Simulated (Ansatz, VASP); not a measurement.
## Re: VASP beside Ansatz

```
CELL_PARAMETERS angstrom
2.70217 0.00000 0.00000
-1.35108 2.34015 0.00000
0.00000 0.00000 4.35224
ATOMIC_POSITIONS crystal
Re 0.33333 0.66667 0.25000
Re 0.66667 0.33333 0.75000
```

Alike in both runs: task single point; functional LDA; k mesh 22 × 22 × 12; occupations fermi-dirac, width 0.1 eV; no spin polarisation.

```csv
,VASP,Ansatz
version,VASP 6.6.1,Ansatz 0.2.0
potentials or method,"VASP PAW LDA potentials, release 64 (Re_sv_GW), cutoff 560 eV","plane waves (420 eV) with PAW, scalar-relativistic"
valence electrons in the cell,30,30
```

VASP gave:

* pressure (GPa): 18.2
* traceless stress, the component that is largest in VASP (GPa): 0.19

Q: Estimate Ansatz's values.

A: Pressure (GPa): 18.1; traceless stress, the component that is largest in VASP (GPa): 0.26.

Ansatz warns that its potentials were made for another functional, while VASP's fit it. LDA's correlation is that of Perdew and Zunger in VASP and of Perdew and Wang (1992) in Ansatz.

Spin-orbit coupling is off throughout.
